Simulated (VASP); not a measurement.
# N (Pm-3m) in VASP: single point with LDA

Aim: the single point of N with LDA.

Everything below comes from runs of VASP 6.6.1. Logs are shortened: lines on timing, memory, paths and dates and some standing lists are left out, and cuts for length are marked.

## Step 1: The cell of the first run

It takes space group Pm-3m (No. 221, cubic). The conventional cell has a = 1.811 Å, b = 1.811 Å, c = 1.811 Å, α = 90.00°, β = 90.00°, γ = 90.00°. Within 2.4 Å of N (site symmetry m-3m) lie 6 N at 1.81 Å.

## Step 2: Single point, LDA

INCAR

```
PREC = Accurate
ENCUT = 520
EDIFF = 1E-6
ISMEAR = -1
SIGMA = 0.13605693000000002
LREAL = False
LASPH = True
NELM = 60
ALGO = Normal
ISIF = 2
LWAVE = False
LCHARG = False
GGA = CA
NBANDS = 8
```

KPOINTS

```
Automatic mesh
0
Gamma
  18 18 18
```

POSCAR

```
N
1.0
    1.8105349293      0.0000000000      0.0000000000
    0.0000000000      1.8105349293      0.0000000000
    0.0000000000      0.0000000000      1.8105349293
N
1
Direct
    0.0000000000      0.0000000000      0.0000000000
```

Potentials or basis: VASP PAW LDA potentials, release 64 (N).

Launch:

```
$ cat potpaw_LDA.64/N/POTCAR > POTCAR
$ mpirun -np 1 vasp_std > vasp.out
```

OUTCAR:

```text
PREC = Accurate
   ENCUT = 520
   EDIFF = 1E-6
   ISMEAR = -1
   LREAL = False
   LASPH = True
   NELM = 60
   ISIF = 2
   GGA = CA

 ion  position               nearest neighbor table
   1  0.000  0.000  0.000-

  LATTYP: Found a simple cubic cell.
 ALAT       =     1.8105349293

  Lattice vectors:

 A1 = (   1.8105349293,   0.0000000000,   0.0000000000)
 A2 = (   0.0000000000,   1.8105349293,   0.0000000000)
 A3 = (   0.0000000000,   0.0000000000,   1.8105349293)

Analysis of symmetry for initial positions (statically):
=====================================================================
 Subroutine PRICEL returns:
 Original cell was already a primitive cell.

 Routine SETGRP: Setting up the symmetry group for a
 simple cubic supercell.

 Subroutine GETGRP returns: Found 48 space group operations
 (whereof 48 operations were pure point group operations)
 out of a pool of 48 trial point group operations.

The static configuration has the point symmetry O_h .

Analysis of symmetry for dynamics (positions and initial velocities):
=====================================================================
 Subroutine PRICEL returns:
 Original cell was already a primitive cell.

 Routine SETGRP: Setting up the symmetry group for a
 simple cubic supercell.

 Subroutine GETGRP returns: Found 48 space group operations
 (whereof 48 operations were pure point group operations)
 out of a pool of 48 trial point group operations.

The dynamic configuration has the point symmetry O_h .

 Subroutine INISYM returns: Found 48 space group operations
 (whereof 48 operations are pure point group operations),
 and found     1 'primitive' translations

----------------------------------------------------------------------------------------

                                     Primitive cell

  volume of cell :       5.9350

  direct lattice vectors                    reciprocal lattice vectors
     1.810534929  0.000000000  0.000000000     0.552322954  0.000000000  0.000000000
     0.000000000  1.810534929  0.000000000     0.000000000  0.552322954  0.000000000
     0.000000000  0.000000000  1.810534929     0.000000000  0.000000000  0.552322954

  length of vectors
     1.810534929  1.810534929  1.810534929     0.552322954  0.552322954  0.552322954

  position of ions in fractional coordinates (direct lattice)
[... 70 lines left out ...]
   ICHARG =      2    charge: 1-file 2-atom 10-const
   ISPIN  =      1    spin polarized calculation?
   LNONCOLLINEAR =      F non collinear calculations
   LSORBIT =      F    spin-orbit coupling
   LASPH  =      T    aspherical Exc in radial PAW
   ENCUT  =  520.0 eV  38.22 Ry    6.18 a.u.   3.37  3.37  3.37*2*pi/ulx,y,z
   NELM   =     60;   NELMIN=  2; NELMDL= -5     # of ELM steps
   EDIFF  = 0.1E-05   stopping-criterion for ELM
   LREAL  =      F    real-space projection
   EDIFFG = 0.1E-04   stopping-criterion for IOM
   NSW    =      0    number of steps for IOM
   IBRION =     -1    ionic relax: 0-MD 1-quasi-New 2-CG
   NFREE  =      0    steps in history (QN), initial steepest desc. (CG)
   ISIF   =      2    stress and relaxation
   ISYM   =      2    0-nonsym 1-usesym 2-fastsym
   POTIM  = 0.5000    time-step for ionic-motion
   TEBEG  =    0.0;   TEEND  =   0.0 temperature during run
   PSTRESS=    0.0 pullay stress
   NELECT =       5.0000    total number of electrons
   NUPDOWN=      -1.0000    fix difference up-down
   EMIN   =  10.00;   EMAX   =-10.00  energy-range for DOS
   EFERMI =   0.00;   METHOD = LEGACY
   ISMEAR =    -1;   SIGMA  =   0.14  broadening in eV -4-tet -1-fermi 0-gaus
   EFERMI_NEDOS =   21; number of points for ismear=-14 and -15
   IALGO  =     38    algorithm
   IMIX   =      4    mixing-type and parameters
     AMIX     =   0.40;   BMIX     =  1.00
     AMIX_MAG =   1.60;   BMIX_MAG =  1.00
  volume/ion in A,a.u.               =       5.93        40.05
  Fermi-wavevector in a.u.,A,eV,Ry     =   1.546172  2.921842 32.526757  2.390649
  Thomas-Fermi vector in A             =   2.651446
   LORBIT       =      0    0 simple, 1 ext, 2 COOP (PROOUT), +10 PAW based schemes
   GGA     = CA    functional components
   LHFCALC =     F    Hartree Fock is set to
   AEXX    =    0.0000 exact exchange contribution
   IVDW    =     0    specifies the selected vdW correction
   LEPSILON=     F    determine dielectric tensor
   LRPA    =     F    only Hartree local field effects (RPA)
 non-spin polarized calculation
  energy-cutoff  :      520.00
  volume of cell :        5.93
 maximum number of plane-waves:       174
 NGX is ok and might be reduce to    14
   NGX =  7   NGY =  7   NGZ =  7

 number of electron       4.9999999 magnetization

 Free energy of the ion-electron system (eV)
  ---------------------------------------------------
  ext. energy  EPLUGINS =         0.00000000
  ---------------------------------------------------
  free energy    TOTEN  =        -6.14221443 eV

  energy without entropy =       -6.12303701  energy(sigma->0) =       -6.13262572

 E-fermi :   9.0086     XC(G=0): -14.0473

 val. band max:        8.9867934502   @ k =   0.1667   0.0000   0.0000
 cond. band min:       9.0343380708   @ k =   0.4444   0.3889   0.3889
 fundamental gap:      0.0475446206
 Fermi energy:         9.0085516069

 k-point     1 :       0.0000    0.0000    0.0000
  band No.  band energies     occupation
      1     -14.9206      2.00000
      2      13.2942      0.00000
      3      13.2942      0.00000
      4      13.2942      0.00000
      5      32.8644      0.00000
      6      35.2286      0.00000
      7      35.2286      0.00000
      8      60.6995      0.00000
[... 243 lines left out ...]
 k-point    24 :       0.3333    0.1111    0.0000
  band No.  band energies     occupation
      1     -10.5530      2.00000
      2       2.0245      2.00000
      3      13.1148      0.00000
      4      15.0231      0.00000
      5      32.8937      0.00000
      6      40.5203      0.00000
      7      43.6280      0.00000
      8      49.1761      0.00000

 [... further k-points ...]
[... 5 lines left out ...]
  --------------------------------------------------------------------------------------
  -------------------------------------------------------------------------------------
  Total        0.1167922      0.1167922      0.1167922      0.0000000      0.0000000     -0.0000000
  in kB       31.5285169     31.5285169     31.5285169      0.0000000      0.0000000     -0.0000000
  external PRESSURE =      31.5285169 kB  Pullay stress =       0.0000000 kB

 VOLUME and BASIS-vectors are now :
 -----------------------------------------------------------------------------
  energy-cutoff  :      520.00
  volume of cell :        5.93
      direct lattice vectors                 reciprocal lattice vectors
     1.810534929  0.000000000  0.000000000     0.552322954  0.000000000  0.000000000
     0.000000000  1.810534929  0.000000000     0.000000000  0.552322954  0.000000000
     0.000000000  0.000000000  1.810534929     0.000000000  0.000000000  0.552322954

 POSITION                                       TOTAL-FORCE (eV/Angst)
 -----------------------------------------------------------------------------------
      0.00000      0.00000      0.00000         0.000000      0.000000      0.000000
 -----------------------------------------------------------------------------------
    total drift:                               -0.000000      0.000000     -0.000000

  FREE ENERGIE OF THE ION-ELECTRON SYSTEM (eV)
  ---------------------------------------------------
  free  energy   TOTEN  =        -6.1422144339 eV

  energy  without entropy=       -6.1230370077  energy(sigma->0) =       -6.13262572
```

OSZICAR:

```text
N       E                     dE             d eps       ncg     rms          rms(c)
DAV:   1    -0.230169344681E+01   -0.23017E+01   -0.28049E+03  3992   0.552E+02
DAV:   2    -0.615196743458E+01   -0.38503E+01   -0.36381E+01  4480   0.517E+01
DAV:   3    -0.615609337088E+01   -0.41259E-02   -0.41255E-02  4384   0.197E+00
DAV:   4    -0.615609405693E+01   -0.68606E-06   -0.68720E-06  5008   0.236E-02
DAV:   5    -0.615609405763E+01   -0.69934E-09   -0.59910E-10  4336   0.137E-04    0.185E+00
DAV:   6    -0.614571317577E+01    0.10381E-01   -0.84109E-03  3784   0.643E-01    0.113E+00
DAV:   7    -0.614230864514E+01    0.34045E-02   -0.90598E-03  3864   0.677E-01    0.136E-01
DAV:   8    -0.614221424084E+01    0.94404E-04   -0.28543E-04  3752   0.137E-01    0.127E-02
DAV:   9    -0.614221443390E+01   -0.19307E-06   -0.20777E-06  4512   0.148E-02
   1 F= -.61422144E+01 E0= -.61326257E+01  d E =-.191774E-01
```

It took 2.9 s on 1 thread of AMD EPYC 9R45 (Zen 5), shared host; peak memory 0.08 GiB.

Results:

```yaml
Free_energy: -6.1422 eV
Pressure: 3.2 GPa
```
